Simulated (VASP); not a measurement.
**InP: single point with PBE**

InP:

```
In P
1.0
     0.00000    2.93050    2.93050
     2.93050    0.00000    2.93050
     2.93050    2.93050    0.00000
In P
1 1
Direct
  0.00000 0.00000 0.00000
  0.75000 0.75000 0.75000
```

```json
{
 "Program": "VASP 6.6.1",
 "Task": "single point",
 "Functional": "PBE",
 "Potentials or basis": "VASP PAW PBE potentials, release 64 (In_d, P)",
 "Cutoff": "520 eV",
 "k mesh": "6 × 6 × 6",
 "Occupations": "fermi-dirac, width 0.02 eV",
 "Spin": "no spin polarisation",
 "Dipole correction": "no",
 "Further INCAR settings": "ALGO = Normal; EDIFF = 1e-07; NBANDS = 16"
}
```

| Property | Result |
| --- | --- |
| Pressure | 3.3 GPa |
| Band gap on the k mesh | 0.71 eV, direct |

Levels at points of the mesh, in eV from the valence-band top:
```csv
k point,band 5,band 6,band 7,band 8,band 9,band 10,band 11,band 12,band 13,band 14
"(0.00, 0.00, 0.00)",-14.04,-11.52,0.00,0.00,0.00,0.71,4.09,4.09,4.09,8.58
"(0.50, 0.00, 0.00)",-14.03,-9.79,-5.73,-0.97,-0.97,1.50,4.81,4.81,7.10,9.48
"(0.50, 0.50, 0.00)",-14.01,-9.14,-5.75,-2.32,-2.32,1.76,2.27,9.21,9.59,9.59
```

Run time: 16 s on 1 thread of Intel(R) Xeon(R) Platinum 8259CL CPU @ 2.50GHz (Skylake/Cascade Lake), with other jobs on the host, peak memory 0.18 GiB.

Caveat: spin-orbit coupling is left out, which moves the levels of the heavy elements. Expect the measured gap to be larger: semilocal functionals such as PBE lack the derivative discontinuity.
